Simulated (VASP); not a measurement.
EuS: single point with PBEsol+U

Crystal: EuS.

```
Eu S
1.0
     0.00000    2.97850    2.97850
     5.95700    2.97850    2.97850
     5.95700    5.95700    0.00000
Eu S
2 2
Direct
  0.50000 0.50000 0.00000
  0.50000 0.50000 0.50000
  0.00000 0.00000 0.00000
  0.00000 0.00000 0.50000
```

```yaml
Program: VASP 6.6.1
Task: single point
Functional: PBEsol
Potentials_or_basis: VASP PAW PBE potentials, release 64 (Eu, S)
Cutoff: 600 eV
k_mesh: 6 × 6 × 6
Occupations: gaussian, width 0.05 eV
Spin: collinear spin, ferromagnetic start
Starting_moments: "[7.56, 7.56, -0.07, -0.07] μB"
Hubbard_terms: Eu f U = 8.0 eV
Dipole_correction: no
Further_INCAR_settings: ALGO = Normal; EDIFF = 1e-06; NBANDS = 35
```

```json
{
  "Pressure": "-1.2 GPa",
  "Band gap on the k mesh": "0.78 eV",
  "Net moment": "14.00 μB per cell",
  "Site moments": "Eu +6.75; S -0.06 μB",
  "Valence electrons inside the program's atomic spheres": "Eu 14.88; S 3.74"
}
```

Levels at points of the mesh, in eV from the valence-band top:
Spin up:
```tsv
k point	band 27	band 28	band 29	band 30	band 31	band 32	band 33	band 34
(0.00, 0.00, 0.00)	-0.38	0.00	0.00	0.00	0.78	2.36	2.75	2.75
(0.50, 0.00, 0.00)	-0.83	-0.83	-0.82	-0.82	4.39	4.39	4.95	4.96
(0.50, 0.50, 0.00)	-0.38	-0.38	-0.38	-0.38	0.78	0.78	4.82	4.84
(0.00, 0.00, 0.50)	-0.79	-0.79	-0.74	-0.74	3.80	3.80	4.40	4.42
(0.50, 0.00, 0.50)	-0.84	-0.84	-0.74	-0.74	3.48	3.48	3.48	3.48
(0.00, 0.50, 0.50)	-0.33	-0.33	-0.33	-0.33	1.59	1.59	3.66	3.66
```
Spin down:
```tsv
k point	band 13	band 14	band 15	band 16	band 17	band 18	band 19	band 20
(0.00, 0.00, 0.00)	-1.39	-1.02	-1.02	-1.02	1.27	2.77	3.37	3.37
(0.50, 0.00, 0.00)	-2.23	-2.23	-2.23	-2.23	4.59	4.59	5.59	5.59
(0.50, 0.50, 0.00)	-1.39	-1.39	-1.39	-1.39	1.27	1.27	5.40	5.40
(0.00, 0.00, 0.50)	-2.15	-2.15	-1.83	-1.83	4.12	4.12	4.98	4.98
(0.50, 0.00, 0.50)	-2.01	-2.01	-2.01	-2.01	3.86	3.86	3.86	3.86
(0.00, 0.50, 0.50)	-1.32	-1.32	-1.32	-1.32	2.08	2.08	4.13	4.13
```

Eigenvalues of the final occupation matrices:
```csv
site,spin,trace,eigenvalues
site 1 f,1,6.85,0.98 0.98 0.98 0.98 0.98 0.98 0.98
site 1 f,2,0.01,0.00 0.00 0.00 0.00 0.00 0.00 0.00
site 2 f,1,6.85,0.98 0.98 0.98 0.98 0.98 0.98 0.98
site 2 f,2,0.01,0.00 0.00 0.00 0.00 0.00 0.00 0.00
```

Wall time 16 min on 1 thread of Intel(R) Xeon(R) Platinum 8259CL CPU @ 2.50GHz (Skylake/Cascade Lake), on a shared host, peak memory 0.65 GiB.

Caveat: the PAW data sets were made with another functional, which shifts forces and pressure a little; spin-orbit coupling is left out, which moves the levels of the heavy elements. The state reached can hang on the start; a lower one may exist.
